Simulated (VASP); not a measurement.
# Al3Cu (P4/mmm) in VASP: a series of runs

The runs below take Al3Cu through single point, with r2SCAN.

All numbers are computed with VASP 6.6.1; they aren't measurements. Logs are shortened: lines on timing, memory, paths and dates and some standing lists are left out, and cuts for length are marked.

### Step 1. The cell of the first run

The structure is tetragonal, space group P4/mmm (No. 123). The conventional cell has a = 2.988 Å, b = 2.988 Å, c = 6.542 Å, α = 90.00°, β = 90.00°, γ = 90.00°. Within 3.7 Å of Al (site symmetry 4/mmm) lie 12 Al at 2.79 to 2.99 Å and 2 Cu at 3.27 Å. Within 3.4 Å of Al (site symmetry 4mm) lie 4 Cu at 2.57 Å and 9 Al at 2.79 to 2.99 Å. Within 3.4 Å of Cu (site symmetry 4/mmm) lie 10 Al at 2.57 to 3.27 Å and 4 Cu at 2.99 Å.

### Step 2. Single point, r2SCAN

POSCAR

```
Al3Cu
1.0
    2.9879648578      0.0000000000      0.0000000000
    0.0000000000      2.9879648578      0.0000000000
    0.0000000000      0.0000000000      6.5424693013
Al Cu
3 1
Direct
    0.0000000000      0.0000000000      0.5000000000
    0.5000000000      0.5000000000      0.2226430006
    0.5000000000      0.5000000000      0.7773569994
    0.0000000000      0.0000000000      0.0000000000
```

INCAR.step1

```
ALGO = Normal ; EDIFF = 1E-4
ENCUT = 520 ; GGA = PE
ISMEAR = 0 ; LASPH = True
LCHARG = False ; LREAL = False
LWAVE = True ; NBANDS = 18
NELM = 60 ; PREC = Accurate
SIGMA = 0.15
```

INCAR.step2

```
ALGO = Normal ; EDIFF = 1E-6
ENCUT = 520 ; ISIF = 2
ISMEAR = 0 ; ISTART = 1
LASPH = True ; LCHARG = False
LMIXTAU = True ; LREAL = False
LWAVE = False ; METAGGA = R2SCAN
NBANDS = 18 ; NELM = 60
PREC = Accurate ; SIGMA = 0.15
```

KPOINTS

```
k-points
0
Gamma
  18 18 8
```

Potentials or basis: VASP PAW PBE potentials, release 64 (Al, Cu).

Launch:

```bash
$ cat potpaw_PBE.64/Al/POTCAR potpaw_PBE.64/Cu/POTCAR > POTCAR
$ cp INCAR.step1 INCAR
$ mpirun -np 1 vasp_std > vasp.out
$ cp INCAR.step2 INCAR
$ mpirun -np 1 vasp_std > vasp.out
```

OUTCAR:

```text
EDIFF = 1E-6
   ENCUT = 520
   ISIF = 2
   ISMEAR = 0
   ISTART = 1
   LASPH = True
   LREAL = False
   METAGGA = R2SCAN
   NELM = 60
   PREC = Accurate

 ion  position               nearest neighbor table
   1  0.000  0.000  0.500-   2 2.79   3 2.79   2 2.79   3 2.79   2 2.79   3 2.79   2 2.79   3 2.79

   2  0.500  0.500  0.223-   4 2.57   4 2.57   4 2.57   4 2.57   1 2.79   1 2.79   1 2.79   1 2.79
                             3 2.91
   3  0.500  0.500  0.777-   4 2.57   4 2.57   4 2.57   4 2.57   1 2.79   1 2.79   1 2.79   1 2.79
                             2 2.91
   4  0.000  0.000  0.000-   2 2.57   3 2.57   2 2.57   3 2.57   2 2.57   3 2.57   2 2.57   3 2.57

  LATTYP: Found a simple tetragonal cell.
 ALAT       =     2.9879648578
 C/A-ratio  =     2.1896071784

  Lattice vectors:

 A1 = (   2.9879648578,   0.0000000000,   0.0000000000)
 A2 = (   0.0000000000,   2.9879648578,   0.0000000000)
 A3 = (   0.0000000000,   0.0000000000,   6.5424693013)

Analysis of symmetry for initial positions (statically):
=====================================================================
 Subroutine PRICEL returns:
 Original cell was already a primitive cell.

 Routine SETGRP: Setting up the symmetry group for a
 simple tetragonal supercell.

 Subroutine GETGRP returns: Found 16 space group operations
 (whereof 16 operations were pure point group operations)
 out of a pool of 16 trial point group operations.

The static configuration has the point symmetry D_4h.

Analysis of symmetry for dynamics (positions and initial velocities):
=====================================================================
 Subroutine PRICEL returns:
 Original cell was already a primitive cell.

 Routine SETGRP: Setting up the symmetry group for a
 simple tetragonal supercell.

 Subroutine GETGRP returns: Found 16 space group operations
 (whereof 16 operations were pure point group operations)
 out of a pool of 16 trial point group operations.

The dynamic configuration has the point symmetry D_4h.

 Subroutine INISYM returns: Found 16 space group operations
 (whereof 16 operations are pure point group operations),
 and found     1 'primitive' translations

----------------------------------------------------------------------------------------

                                     Primitive cell

  volume of cell :      58.4107

  direct lattice vectors                    reciprocal lattice vectors
     2.987964858  0.000000000  0.000000000     0.334675958  0.000000000  0.000000000
     0.000000000  2.987964858  0.000000000     0.000000000  0.334675958  0.000000000
     0.000000000  0.000000000  6.542469301     0.000000000  0.000000000  0.152847488

  length of vectors
     2.987964858  2.987964858  6.542469301     0.334675958  0.334675958  0.152847488

  position of ions in fractional coordinates (direct lattice)
     0.000000000  0.000000000  0.500000000
     0.500000000  0.500000000  0.222643001
     0.500000000  0.500000000  0.777356999
     0.000000000  0.000000000  0.000000000

  ion indices of the primitive-cell ions
   primitive index   ion index
                 1           1
                 2           2
                 3           3
                 4           4

----------------------------------------------------------------------------------------

 KPOINTS: k-points

Automatic generation of k-mesh.
 Grid dimensions read from file:
 generate k-points for:   18   18    8

 Generating k-lattice:

  Cartesian coordinates                     Fractional coordinates (reciprocal lattice)
     0.018593109  0.000000000  0.000000000     0.055555556  0.000000000  0.000000000
     0.000000000  0.018593109  0.000000000     0.000000000  0.055555556  0.000000000
     0.000000000  0.000000000  0.019105936     0.000000000  0.000000000  0.125000000

  Length of vectors
     0.018593109  0.018593109  0.019105936

  Shift w.r.t. Gamma in fractional coordinates (k-lattice)
     0.000000000  0.000000000  0.000000000

 Subroutine IBZKPT returns following result:
 ===========================================

 Found    275 irreducible k-points:

 Following reciprocal coordinates:
            Coordinates               Weight
  0.000000  0.000000  0.000000      1.000000
  0.055556  0.000000  0.000000      4.000000
  0.111111  0.000000  0.000000      4.000000
  0.166667  0.000000  0.000000      4.000000
  0.222222  0.000000  0.000000      4.000000
  0.277778  0.000000  0.000000      4.000000
[... 16 lines left out ...]
  0.277778  0.111111  0.000000      8.000000
  0.333333  0.111111  0.000000      8.000000
 [... further k-points ...]
   k-points           NKPTS =    275   k-points in BZ     NKDIM =    275   number of bands    NBANDS=     18
   number of dos      NEDOS =    301   number of ions     NIONS =      4
   total plane-waves  NPLWV =  28800
   dimension x,y,z NGX =    24 NGY =   24 NGZ =   50
   dimension x,y,z NGXF=    48 NGYF=   48 NGZF=  100
   ions per type =               3   1
   NGX,Y,Z   is equivalent  to a cutoff of  13.35, 13.35, 12.71 a.u.
   NGXF,Y,Z  is equivalent  to a cutoff of  26.71, 26.71, 25.41 a.u.
 SYSTEM =  unknown system
   PREC   = accura    normal or accurate (medium, high low for compatibility)
   ISTART =      1    job   : 0-new  1-cont  2-samecut
   ICHARG =      0    charge: 1-file 2-atom 10-const
   ISPIN  =      1    spin polarized calculation?
   LNONCOLLINEAR =      F non collinear calculations
   LSORBIT =      F    spin-orbit coupling
   LASPH  =      T    aspherical Exc in radial PAW
   ENCUT  =  520.0 eV  38.22 Ry    6.18 a.u.   5.56  5.56 12.16*2*pi/ulx,y,z
   NELM   =     60;   NELMIN=  2; NELMDL=  0     # of ELM steps
   EDIFF  = 0.1E-05   stopping-criterion for ELM
   LREAL  =      F    real-space projection
   EDIFFG = 0.1E-04   stopping-criterion for IOM
   NSW    =      0    number of steps for IOM
   IBRION =     -1    ionic relax: 0-MD 1-quasi-New 2-CG
   NFREE  =      0    steps in history (QN), initial steepest desc. (CG)
   ISIF   =      2    stress and relaxation
   ISYM   =      2    0-nonsym 1-usesym 2-fastsym
   POTIM  = 0.5000    time-step for ionic-motion
   TEBEG  =    0.0;   TEEND  =   0.0 temperature during run
   PSTRESS=    0.0 pullay stress
   NELECT =      20.0000    total number of electrons
   NUPDOWN=      -1.0000    fix difference up-down
   EMIN   =  10.00;   EMAX   =-10.00  energy-range for DOS
   EFERMI =   0.00;   METHOD = LEGACY
   ISMEAR =     0;   SIGMA  =   0.15  broadening in eV -4-tet -1-fermi 0-gaus
   EFERMI_NEDOS =   21; number of points for ismear=-14 and -15
   IALGO  =     38    algorithm
   IMIX   =      4    mixing-type and parameters
     AMIX     =   0.40;   BMIX     =  1.00
     AMIX_MAG =   1.60;   BMIX_MAG =  1.00
  volume/ion in A,a.u.               =      14.60        98.54
  Fermi-wavevector in a.u.,A,eV,Ry     =   1.145304  2.164310 17.847037  1.311720
  Thomas-Fermi vector in A             =   2.281992
   LORBIT       =      0    0 simple, 1 ext, 2 COOP (PROOUT), +10 PAW based schemes
   METAGGA = R2SCAN    functional components
   LHFCALC =     F    Hartree Fock is set to
   AEXX    =    0.0000 exact exchange contribution
   IVDW    =     0    specifies the selected vdW correction
   LEPSILON=     F    determine dielectric tensor
   LRPA    =     F    only Hartree local field effects (RPA)
 non-spin polarized calculation
 Gauss-broadening in eV      SIGMA  =   0.15
  energy-cutoff  :      520.00
  volume of cell :       58.41
 maximum number of plane-waves:      1605
 NGX is ok and might be reduce to    24

 number of electron      20.0000012 magnetization

 Free energy of the ion-electron system (eV)
  ---------------------------------------------------
  ext. energy  EPLUGINS =         0.00000000
  ---------------------------------------------------
  free energy    TOTEN  =       -31.07198913 eV

  energy without entropy =      -31.05825027  energy(sigma->0) =      -31.06511970

 E-fermi :   8.5954     XC(G=0): -11.7060

 val. band max:        8.5949620971   @ k =   0.5000   0.1111   0.5000
 cond. band min:       8.5996646179   @ k =   0.3333   0.0556   0.0000
 fundamental gap:      0.0047025208
 Fermi energy:         8.5954339124

 k-point     1 :       0.0000    0.0000    0.0000
  band No.  band energies     occupation
      1      -3.4060      2.00000
      2       0.1484      2.00000
      3       0.2179      2.00000
      4       3.8547      2.00000
      5       4.4039      2.00000
      6       4.6224      2.00000
[... 10 lines left out ...]
     17      16.3930      0.00000
     18      16.3930      0.00000

 k-point     2 :       0.0556    0.0000    0.0000
  band No.  band energies     occupation
      1      -3.3511      2.00000
      2       0.1961      2.00000
      3       0.2718      2.00000
      4       3.8609      2.00000
      5       4.4107      2.00000
      6       4.6067      2.00000
[... 10 lines left out ...]
     17      16.4361      0.00000
     18      17.2460      0.00000

 k-point     3 :       0.1111    0.0000    0.0000
  band No.  band energies     occupation
      1      -3.1866      2.00000
      2       0.3384      2.00000
      3       0.4331      2.00000
      4       3.8767      2.00000
      5       4.4296      2.00000
      6       4.5623      2.00000
[... 10 lines left out ...]
     17      16.5653      0.00000
     18      17.8395      0.00000

 k-point     4 :       0.1667    0.0000    0.0000
  band No.  band energies     occupation
      1      -2.9133      2.00000
      2       0.5726      2.00000
      3       0.7000      2.00000
      4       3.8924      2.00000
      5       4.4548      2.00000
      6       4.4963      2.00000
[... 10 lines left out ...]
     17      16.7959      0.00000
     18      18.2426      0.00000

 k-point     5 :       0.2222    0.0000    0.0000
  band No.  band energies     occupation
      1      -2.5324      2.00000
      2       0.8937      2.00000
      3       1.0695      2.00000
      4       3.8848      2.00000
      5       4.4182      2.00000
      6       4.4755      2.00000
[... 10 lines left out ...]
     17      17.2229      0.00000
     18      18.5403      0.00000

 k-point     6 :       0.2778    0.0000    0.0000
  band No.  band energies     occupation
      1      -2.0459      2.00000
      2       1.2919      2.00000
      3       1.5357      2.00000
      4       3.7899      2.00000
      5       4.3371      2.00000
      6       4.4738      2.00000
[... 10 lines left out ...]
     17      17.7617      0.00000
     18      18.4116      0.00000

 k-point     7 :       0.3333    0.0000    0.0000
  band No.  band energies     occupation
      1      -1.4564      2.00000
      2       1.7484      2.00000
      3       2.0873      2.00000
      4       3.4399      2.00000
      5       4.2598      2.00000
      6       4.4340      2.00000
[... 10 lines left out ...]
     17      17.9451      0.00000
     18      18.4054      0.00000

 k-point     8 :       0.3889    0.0000    0.0000
  band No.  band energies     occupation
      1      -0.7678      2.00000
      2       2.2238      2.00000
      3       2.6534      2.00000
      4       2.7597      2.00000
      5       4.1897      2.00000
      6       4.3700      2.00000
[... 10 lines left out ...]
     17      18.2403      0.00000
     18      18.5024      0.00000
[... 229 lines left out ...]
     17      17.2907      0.00000
     18      18.9803      0.00000

 k-point    20 :       0.1111    0.1111    0.0000
  band No.  band energies     occupation
      1      -2.9680      2.00000
      2       0.5263      2.00000
      3       0.6462      2.00000
      4       3.9071      2.00000
      5       4.4543      2.00000
      6       4.5255      2.00000
[... 10 lines left out ...]
     17      17.3333      0.00000
     18      19.8395      0.00000

 k-point    21 :       0.1667    0.1111    0.0000
  band No.  band energies     occupation
      1      -2.6956      2.00000
      2       0.7578      2.00000
      3       0.9101      2.00000
      4       3.9337      2.00000
      5       4.4647      2.00000
      6       4.4780      2.00000
[... 10 lines left out ...]
     17      18.2000      0.00000
     18      20.5708      0.00000

 k-point    22 :       0.2222    0.1111    0.0000
  band No.  band energies     occupation
      1      -2.3162      2.00000
      2       1.0742      2.00000
      3       1.2744      2.00000
      4       3.9406      2.00000
      5       4.3863      2.00000
      6       4.4952      2.00000
[... 10 lines left out ...]
     17      18.7849      0.00000
     18      20.0642      0.00000

 k-point    23 :       0.2778    0.1111    0.0000
  band No.  band energies     occupation
      1      -1.8316      2.00000
      2       1.4650      2.00000
      3       1.7313      2.00000
      4       3.8621      2.00000
      5       4.3016      2.00000
      6       4.4929      2.00000
[... 10 lines left out ...]
     17      18.7049      0.00000
     18      19.0330      0.00000

 k-point    24 :       0.3333    0.1111    0.0000
  band No.  band energies     occupation
      1      -1.2448      2.00000
      2       1.9093      2.00000
      3       2.2649      2.00000
      4       3.5480      2.00000
      5       4.2175      2.00000
      6       4.4746      2.00000
[... 10 lines left out ...]
     17      17.5455      0.00000
     18      17.9075      0.00000

 [... further k-points ...]
[... 5 lines left out ...]
  --------------------------------------------------------------------------------------
  -------------------------------------------------------------------------------------
  Total       -0.8142857     -0.8142857      1.9497687      0.0000000     -0.0000000     -0.0000000
  in kB      -22.3354513    -22.3354513     53.4811841      0.0000000     -0.0000000     -0.0000000
  external PRESSURE =       2.9367605 kB  Pullay stress =       0.0000000 kB

 VOLUME and BASIS-vectors are now :
 -----------------------------------------------------------------------------
  energy-cutoff  :      520.00
  volume of cell :       58.41
      direct lattice vectors                 reciprocal lattice vectors
     2.987964858  0.000000000  0.000000000     0.334675958  0.000000000  0.000000000
     0.000000000  2.987964858  0.000000000     0.000000000  0.334675958  0.000000000
     0.000000000  0.000000000  6.542469301     0.000000000  0.000000000  0.152847488

 POSITION                                       TOTAL-FORCE (eV/Angst)
 -----------------------------------------------------------------------------------
      0.00000      0.00000      3.27123        -0.000000      0.000000      0.000000
      1.49398      1.49398      1.45663        -0.000000     -0.000000      0.061185
      1.49398      1.49398      5.08583         0.000000      0.000000     -0.061185
      0.00000      0.00000      0.00000        -0.000000      0.000000      0.000000
 -----------------------------------------------------------------------------------
    total drift:                                0.000000      0.000000     -0.000000

  FREE ENERGIE OF THE ION-ELECTRON SYSTEM (eV)
  ---------------------------------------------------
  free  energy   TOTEN  =       -31.0719891312 eV

  energy  without entropy=      -31.0582502654  energy(sigma->0) =      -31.06511970
```

Wall time 11 min (1 thread of Intel Xeon Platinum 8259CL at 2.50GHz (Skylake/Cascade Lake), shared host); peak memory 0.39 GiB.

Results:

```
Free energy            : -31.0720 eV
Pressure               : 0.3 GPa
Largest force          : 0.061 eV/Å
Band gap on the k mesh : zero (bands 10 and 11 overlap by 7.06 eV)
```

Forces on the atoms (eV/Å):
```
Al   0.000  0.000  0.000
Al   0.000  0.000  0.061
Al   0.000  0.000 -0.061
Cu   0.000  0.000  0.000
```

Levels at points of the mesh, in eV from the Fermi level:
```
           k point  band 6  band 7  band 8  band 9  band 10  band 11  band 12  band 13  band 14  band 15
(0.00, 0.00, 0.00)   -3.97   -3.97   -3.73    1.48     3.72     4.22     4.22     5.00     7.52     7.64
(0.50, 0.00, 0.00)   -4.47   -4.17   -3.89   -3.57    -2.24    -1.99     5.54     6.39     6.62     8.22
(0.50, 0.50, 0.00)   -3.93   -3.39   -1.81   -1.67    -0.26    -0.26     0.02     0.48     0.48     1.62
(0.00, 0.00, 0.50)   -3.97   -3.73   -3.64   -2.52     5.07     5.13     5.13     5.13     5.13     6.96
(0.50, 0.00, 0.50)   -4.43   -4.17   -3.89   -3.10    -0.24     0.61     1.12     2.27     8.70     8.98
(0.50, 0.50, 0.50)   -2.98   -2.98   -2.45   -2.45    -1.92    -1.84    -0.59     0.51     3.84     3.84
```

Caveat: the PAW data sets were made with another functional, which shifts forces and pressure a little.

### Step 3. Single point, r2SCAN

This run uses another cell than the first one, of the same volume but with other edges.

POSCAR

```
Al3Cu
1.0
    2.5415053615      0.0000000000      0.0000000000
    0.0000000000      2.5415053615      0.0000000000
    0.0000000000      0.0000000000      9.0429598731
Al Cu
3 1
Direct
    0.0000000000      0.0000000000      0.5000000000
    0.5000000000      0.5000000000      0.2226430006
    0.5000000000      0.5000000000      0.7773569994
    0.0000000000      0.0000000000      0.0000000000
```

INCAR.step1

```
  PREC = Accurate
  ENCUT = 520
  ISMEAR = 0
  SIGMA = 0.15
  LREAL = F
  LASPH = T
  NELM = 80
  NBANDS = 18
  GGA = PE
  ALGO = Normal
  EDIFF = 1E-4
  LWAVE = T
  LCHARG = F
```

INCAR.step2

```
  PREC = Accurate
  ENCUT = 520
  EDIFF = 1E-6
  ISMEAR = 0
  SIGMA = 0.15
  LREAL = F
  LASPH = T
  NELM = 80
  ALGO = Normal
  ISIF = 2
  LWAVE = F
  LCHARG = T
  METAGGA = R2SCAN
  LMIXTAU = T
  LELF = T
  LVHAR = T
  NBANDS = 18
  ISTART = 1
```

KPOINTS

```
regular mesh
0
Gamma
  18 18 8
```

Potentials or basis: VASP PAW PBE potentials, release 64 (Al, Cu).

Launch:

```bash
$ cat potpaw_PBE.64/Al/POTCAR potpaw_PBE.64/Cu/POTCAR > POTCAR
$ cp INCAR.step1 INCAR
$ mpirun -np 1 vasp_std > vasp.out
$ cp INCAR.step2 INCAR
$ mpirun -np 1 vasp_std > vasp.out
```

Run time: 17 min. Hardware: 1 thread of Intel Xeon Platinum 8259CL at 2.50GHz (Skylake/Cascade Lake), shared host; peak memory 0.38 GiB.

The run converged. Its results:

| Property | Result |
| --- | --- |
| Free energy | -30.3759 eV |
| Pressure | 6.2 GPa |
| Largest force | 0.163 eV/Å |
| Band gap on the k mesh | zero (bands 10 and 11 overlap by 3.84 eV) |

Forces on the atoms (eV/Å):
```
Al   0.000  0.000  0.000
Al   0.000  0.000  0.163
Al   0.000  0.000 -0.163
Cu   0.000  0.000  0.000
```

Stress tensor (GPa, compression positive):
```
 15.64   0.00   0.00
  0.00  15.64   0.00
  0.00   0.00 -12.70
```

Levels at points of the mesh, in eV from the Fermi level:
```
           k point  band 6  band 7  band 8  band 9  band 10  band 11  band 12  band 13  band 14  band 15
(0.00, 0.00, 0.00)   -4.54   -3.32   -3.32   -2.88    -2.66     4.58     6.04     8.84     9.64    11.06
(0.50, 0.00, 0.00)   -4.10   -3.85   -3.48   -3.19    -2.60    -1.49     1.22     1.81     2.58     2.99
(0.50, 0.50, 0.00)   -1.10   -1.10    0.93    0.93     1.00     1.00     1.19     1.36     1.53     4.03
(0.00, 0.00, 0.50)   -4.41   -3.32   -3.32   -2.88    -0.46     1.23     8.81     9.69    10.10    11.05
(0.50, 0.00, 0.50)   -4.47   -3.48   -3.19   -2.60    -2.23    -1.28    -0.47     0.18     5.51     5.91
(0.50, 0.50, 0.50)   -0.58   -0.58   -0.53   -0.53     1.08     1.18     1.83     2.85     2.85     3.83
```

Caveat: the cell stands under pressure; the PAW data sets were made with another functional, which shifts forces and pressure a little.

(Part 1 of 2 ends here.)
